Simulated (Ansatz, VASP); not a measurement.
Two plane-wave programs on WS2

File INCAR:

```
SYSTEM = WS2
PREC = Accurate ; ENCUT = 520
EDIFF = 1E-6 ; ISMEAR = 0
SIGMA = 0.05 ; LREAL = Auto
LASPH = .TRUE. ; NELM = 100
ALGO = Normal ; ISIF = 2
LWAVE = .FALSE. ; LCHARG = .FALSE.
LDIPOL = .TRUE. ; IDIPOL = 3
DIPOL = 0.5 0.5 0.497 ; GGA = PS
NBANDS = 78
```

The input KPOINTS:

```
Automatic mesh
0
G
  8 4 1
  0 0 0
```

Contents of POSCAR:

```
WS2
1.0
    3.1476068045      0.0000000000      0.0000000000
    0.0000000000      6.6245978920      0.0000000000
    0.0000000000      0.0000000000     27.6627308374
S W
10 5
Direct
    0.5000000000      0.7330599141      0.2711229070
    0.5000000000      0.1879096163      0.3021957591
    0.0000000000      0.6201812370      0.3658834740
    0.0000000000      0.0750309391      0.3969563260
    0.5000000000      0.5073025598      0.4606440409
    0.5000000000      0.9621522619      0.4917168930
    0.0000000000      0.3944238827      0.5554046079
    0.0000000000      0.8492735848      0.5864774600
    0.5000000000      0.2815452055      0.6501651749
    0.5000000000      0.7363949076      0.6812380270
    0.5000000000      0.8852583810      0.3498348251
    0.0000000000      0.7723797038      0.4445953921
    0.5000000000      0.6595010267      0.5393559591
    0.0000000000      0.5466223495      0.6341165260
    0.5000000000      0.4337436724      0.7288770930
```

Input for Ansatz:

```yaml
crystal:
  lattice:
    - [3.1476068045, 0.0, 0.0]
    - [0.0, 6.624597892, 0.0]
    - [0.0, 0.0, 27.6627308374]
  atoms:
    - { symbol: S, position: [0.5, 0.7330599141, 0.271122907] }
    - { symbol: S, position: [0.5, 0.1879096163, 0.3021957591] }
    - { symbol: W, position: [0.5, 0.885258381, 0.3498348251] }
    - { symbol: S, position: [0.0, 0.620181237, 0.365883474] }
    - { symbol: S, position: [0.0, 0.0750309391, 0.396956326] }
    - { symbol: W, position: [0.0, 0.7723797038, 0.4445953921] }
    - { symbol: S, position: [0.5, 0.5073025598, 0.4606440409] }
    - { symbol: S, position: [0.5, 0.9621522619, 0.491716893] }
    - { symbol: W, position: [0.5, 0.6595010267, 0.5393559591] }
    - { symbol: S, position: [0.0, 0.3944238827, 0.5554046079] }
    - { symbol: S, position: [0.0, 0.8492735848, 0.58647746] }
    - { symbol: W, position: [0.0, 0.5466223495, 0.634116526] }
    - { symbol: S, position: [0.5, 0.2815452055, 0.6501651749] }
    - { symbol: S, position: [0.5, 0.7363949076, 0.681238027] }
    - { symbol: W, position: [0.5, 0.4337436724, 0.728877093] }
basis:
  ecutwfc: 420
kpoints:
  mp_grid: { grid: [8, 4, 1] }
hamiltonian:
  xc: pbesol
scf:
  occupations: { method: gaussian, width: 0.05 }
output:
  forces: true
  stress: true
  eigenvalues: true
  write_density: true
  write_potential: true
  elf: true
  volumetric_format: npy
efield:
  axis: 3
  dipole_correction: true
  ramp_width: 0.04
```

Alike in both runs: task single point; functional PBEsol; k mesh 8 × 4 × 1; occupations gaussian, width 0.05 eV; no spin polarisation.

|  | VASP | Ansatz |
| --- | --- | --- |
| version | VASP 6.6.1 | Ansatz 0.2.0 |
| potentials or method | VASP PAW PBE potentials, release 64 (S, W_sv), cutoff 520 eV | scalar-relativistic, plane waves, PAW |
| valence electrons in the cell | 130 | 130 |

Ansatz gave:

```
gap on the k mesh at the Fermi level (eV) : none
rms of the force components (eV/Å)        : 0.707
```

Which values does VASP return?

gap on the k mesh at the Fermi level (eV): none; rms of the force components (eV/Å): 0.703.

VASP's potentials were made for PBE, not for PBEsol. A gap of «none» marks a metal or a gap that the smearing closes. Ansatz's warnings: xc potential rough in thin density.

Spin-orbit coupling is off throughout.
